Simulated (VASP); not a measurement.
Set up this calculation in VASP 6.6.1, as the native input.

```yaml
Task: single point
Functional: r2SCAN
Potentials_or_basis: VASP PAW PBE potentials, release 64 (Mg, O)
Cutoff: 520 eV
k_mesh: 12 × 12 × 12
Occupations: gaussian, width 0.05 eV
Spin: no spin polarisation
Dipole_correction: no
Further_INCAR_settings: ALGO = Normal; EDIFF = 1e-06; NBANDS = 14
```

The system is MgO2.

```xyz
3
Lattice="1.6529 0.9543 3.4940 -1.6529 0.9543 3.4940 0.0000 -1.9086 3.4940" Properties=species:S:1:pos:R:3 pbc="T T T"
Mg    0.0000    0.0000    0.0000
O     0.0000    0.0000    4.4945
O     0.0000    0.0000    5.9874
```

This cell differs from its parent crystal: strain +0.030 along x and y, +0.000 along z.

These files were run (other wordings do the same):

POSCAR

```
MgO2
1.0
    1.6529038465      0.9543044807      3.4939788749
   -1.6529038465      0.9543044807      3.4939788749
    0.0000000000     -1.9086089614      3.4939788749
Mg O
1 2
Direct
    0.0000000000      0.0000000000      0.0000000000
    0.4287860000      0.4287860000      0.4287860000
    0.5712140000      0.5712140000      0.5712140000
```

INCAR.step1

```
SYSTEM = MgO2
ALGO = Normal
EDIFF = 1E-4
ENCUT = 520
GGA = PE
ISMEAR = 0
LASPH = .True.
LCHARG = .False.
LREAL = .False.
LWAVE = .True.
NBANDS = 14
NELM = 80
PREC = Accurate
SIGMA = 0.05
```

INCAR.step2

```
SYSTEM = MgO2
ALGO = Normal
EDIFF = 1E-6
ENCUT = 520
ISIF = 2
ISMEAR = 0
ISTART = 1
LASPH = .True.
LCHARG = .True.
LELF = .True.
LMIXTAU = .True.
LREAL = .False.
LVHAR = .True.
LWAVE = .False.
METAGGA = R2SCAN
NBANDS = 14
NELM = 80
PREC = Accurate
SIGMA = 0.05
```

KPOINTS

```
k-points
0
Gamma
  12 12 12
  0 0 0
```

Potentials or basis: VASP PAW PBE potentials, release 64 (Mg, O).

The run is started by

```console
$ cat potpaw_PBE.64/Mg/POTCAR potpaw_PBE.64/O/POTCAR > POTCAR
$ cp INCAR.step1 INCAR
$ mpirun -np 1 vasp_std > vasp.out
$ cp INCAR.step2 INCAR
$ mpirun -np 1 vasp_std > vasp.out
```

Results of the run:

```yaml
Pressure: -10.7 GPa
Largest_force: 0.379 eV/Å
Band_gap_on_the_k_mesh: 2.98 eV
```

Caveat: the cell differs from its parent crystal (strain +0.030 along x and y, +0.000 along z); the cell stands under tension; the PAW data sets were made with another functional, which shifts forces and pressure a little.

It took 7.3 min on 1 thread of Intel(R) Xeon(R) Platinum 8259CL CPU @ 2.50GHz (Skylake/Cascade Lake) (shared host), peak memory 0.23 GiB.
